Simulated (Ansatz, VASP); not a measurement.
One calculation of C, two programs

The input INCAR:

```
PREC = Accurate
ENCUT = 600
EDIFF = 1E-6
ISMEAR = 0
SIGMA = 0.1
LREAL = F
LASPH = T
NELM = 200
ALGO = Normal
ISIF = 2
LWAVE = F
LCHARG = F
ISPIN = 2
MAGMOM = 1
LORBIT = 11
GGA = PE
NBANDS = 12
GGA_COMPAT = F
```

Contents of KPOINTS:

```
regular mesh
0
Gamma
  10 10 10
```

File POSCAR:

```
C
1.0
    1.8019917600      0.0000000000      0.0000000000
    0.0000000000      1.8019917600      0.0000000000
    0.0000000000      0.0000000000      1.8497099500
C
1
Direct
    0.5000000000      0.5000000000      0.0000000000
```

Input for Ansatz:

```yaml
crystal:
  lattice:
    - [1.80199176, 0.0, 0.0]
    - [0.0, 1.80199176, 0.0]
    - [0.0, 0.0, 1.84970995]
  atoms:
    - { symbol: C, position: [0.5, 0.5, 0.0], spin: 1.0 }
basis:
  ecutwfc: 420
kpoints:
  mp_grid: { grid: [10, 10, 10] }
hamiltonian:
  xc: pbe
scf:
  occupations: { method: gaussian, width: 0.1 }
  lower_state_search: "off"
output:
  forces: true
  stress: true
  eigenvalues: true
  populations: true
magnetization:
  spin_polarized: true
```

Alike in both runs: task single point; functional PBE; k mesh 10 × 10 × 10; occupations gaussian, width 0.1 eV; collinear spin.

```csv
,VASP,Ansatz
version,VASP 6.6.1,Ansatz 0.2.0
potentials or method,"VASP PAW PBE potentials, release 64 (C), cutoff 600 eV","scalar-relativistic, plane waves, PAW"
valence electrons in the cell,4,4
```

VASP gave:

| Item | Value |
| --- | --- |
| gap on the k mesh at the Fermi level (eV) | none |
| pressure (GPa) | -18.3 |
| traceless stress, the component that is largest in VASP (GPa) | 9.34 |
| net moment per atom (μB) | 0.00 |

Question: What did Ansatz give for the same quantities?

Answer: gap on the k mesh at the Fermi level (eV): none; pressure (GPa): -18.1; traceless stress, the component that is largest in VASP (GPa): 9.40; net moment per atom (μB): 0.00.

A gap of «none» marks a metal or a gap that the smearing closes. The functional is the same, so the differences come from potentials, cutoffs and numerics. Ansatz's warnings: seeded moment not kept.
